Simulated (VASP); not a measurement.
A run of VASP 6.6.1 is set up as follows.

The input POSCAR:

```
TiO2
1.0
    4.5941000000      0.0000000000      0.0000000000
    0.0000000000      4.5941000000      0.0000000000
    0.0000000000      0.0000000000      2.9589000000
Ti O
2 4
Direct
    0.0000000000      0.0000000000      0.0000000000
    0.5000000000      0.5000000000      0.5000000000
    0.3057000000      0.3057000000      0.0000000000
    0.1943000000      0.8057000000      0.5000000000
    0.6943000000      0.6943000000      0.0000000000
    0.8057000000      0.1943000000      0.5000000000
```

File INCAR.step1:

```
SYSTEM = TiO2
PREC = Accurate
ENCUT = 520
ISMEAR = -1
SIGMA = 0.01
LREAL = .False.
LASPH = .True.
NELM = 150
ISPIN = 2
MAGMOM = 1 -1 0 0 0 0
LMAXMIX = 4
NBANDS = 37
GGA = PE
ALGO = Normal
EDIFF = 1E-4
LWAVE = .True.
LCHARG = .False.
```

Contents of INCAR.step2:

```
SYSTEM = TiO2
PREC = Accurate
ENCUT = 520
EDIFF = 1E-6
ISMEAR = -1
SIGMA = 0.01
LREAL = .False.
LASPH = .True.
NELM = 150
ALGO = Normal
ISIF = 2
LWAVE = .False.
LCHARG = .True.
ISPIN = 2
MAGMOM = 1 -1 0 0 0 0
LORBIT = 11
LMAXMIX = 4
METAGGA = R2SCAN
LMIXTAU = .True.
LELF = .True.
LVHAR = .True.
NBANDS = 37
ISTART = 1
```

KPOINTS

```
regular mesh
0
Gamma
  5 5 7
  0 0 0
```

Potentials or basis: VASP PAW PBE potentials, release 64 (Ti_sv, O).

Launch:

```console
$ cat potpaw_PBE.64/Ti_sv/POTCAR potpaw_PBE.64/O/POTCAR > POTCAR
$ cp INCAR.step1 INCAR
$ mpirun -np 1 vasp_std > vasp.out
$ cp INCAR.step2 INCAR
$ mpirun -np 1 vasp_std > vasp.out
```

Problem. Estimate the pressure.

Solution. 1.4 GPa.

Problem. What does it give for the band gap on the k mesh?

Solution. 2.26 eV.

Problem. Estimate the net moment.

Solution. 0.00 μB per cell.

Problem. What does it give for the largest force?

Solution. 0.183 eV/Å.

Forces in eV/Å, atoms in the order of the input:
```
Ti   0.000  0.000  0.000
Ti   0.000  0.000  0.000
O   -0.129 -0.129  0.000
O    0.129 -0.129  0.000
O    0.129  0.129  0.000
O   -0.129  0.129  0.000
```

Caveat: the PAW data sets were made with another functional, which shifts forces and pressure a little. r2SCAN opens gaps a little over a GGA but as a rule still falls short of measured ones.
